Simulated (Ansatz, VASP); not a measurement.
## GaN: VASP beside Ansatz

Contents of INCAR:

```
SYSTEM = GaN
PREC     = Accurate       ! precision mode
ENCUT    = 520            ! plane-wave cutoff, eV
EDIFF    = 1E-7           ! SCF threshold, eV
ISMEAR   = 0              ! smearing method
SIGMA    = 0.05           ! smearing width, eV
LREAL    = .FALSE.        ! projectors in reciprocal space
LASPH    = .TRUE.         ! aspherical terms in the spheres
NELM     = 80             ! most SCF steps
ALGO     = Normal         ! electronic algorithm
ISIF     = 2              ! what is computed and relaxed
LWAVE    = .FALSE.        ! write WAVECAR
LCHARG   = .FALSE.        ! write CHGCAR
GGA      = PE             ! functional
NBANDS   = 26             ! bands
```

File KPOINTS:

```
Automatic mesh
0
G
  12 12 6
  0 0 0
```

File POSCAR:

```
GaN
1.0
    3.2184289164      0.0000000000      0.0000000000
   -1.6092144582      2.7872412019      0.0000000000
    0.0000000000      0.0000000000      5.2430304702
Ga N
2 2
Direct
    0.3682882765      0.6666666667      0.9991316875
    0.7016216099      0.3333333333      0.4991316875
    0.3333333333      0.6666666667      0.3758683125
    0.6666666667      0.3333333333      0.8758683125
```

Input for Ansatz:

```yaml
crystal:
  lattice:
    - [3.2184289164, 0.0, 0.0]
    - [-1.6092144582, 2.7872412019, 0.0]
    - [0.0, 0.0, 5.2430304702]
  atoms:
    - { symbol: Ga, position: [0.3682882765, 0.6666666667, 0.9991316875] }
    - { symbol: Ga, position: [0.7016216099, 0.3333333333, 0.4991316875] }
    - { symbol: "N", position: [0.3333333333, 0.6666666667, 0.3758683125] }
    - { symbol: "N", position: [0.6666666667, 0.3333333333, 0.8758683125] }
basis:
  ecutwfc: 420
kpoints:
  mp_grid: { grid: [12, 12, 6] }
hamiltonian:
  xc: pbe
scf:
  occupations: { method: gaussian, width: 0.05 }
output:
  forces: true
  stress: true
  eigenvalues: true
```

Change from the starting cell: all Ga atoms moved +0.113 Å, as atom 1 along Cartesian [1 0 0].

Alike in both runs: task single point; functional PBE; k mesh 12 × 12 × 6; occupations gaussian, width 0.05 eV; no spin polarisation.

```csv
,VASP,Ansatz
version,VASP 6.6.1,Ansatz 0.2.0
potentials or method,"VASP PAW PBE potentials, release 64 (Ga_d, N), cutoff 520 eV","scalar-relativistic, plane waves, PAW"
valence electrons in the cell,36,36
```

```csv
,VASP,Ansatz,Ansatz less VASP
gap on the k mesh at the Fermi level (eV),1.59,1.59,-0.004
least direct gap on the mesh (eV),1.59,1.59,-0.004
pressure (GPa),1.3,1.2,-0.08
"traceless stress, the component that is largest in VASP (GPa)",-3.66,-3.74,-0.079
rms of the force components (eV/Å),0.791,0.803,+0.0113
```

Atom by atom the forces differ by 0.011 eV/Å (rms over components).
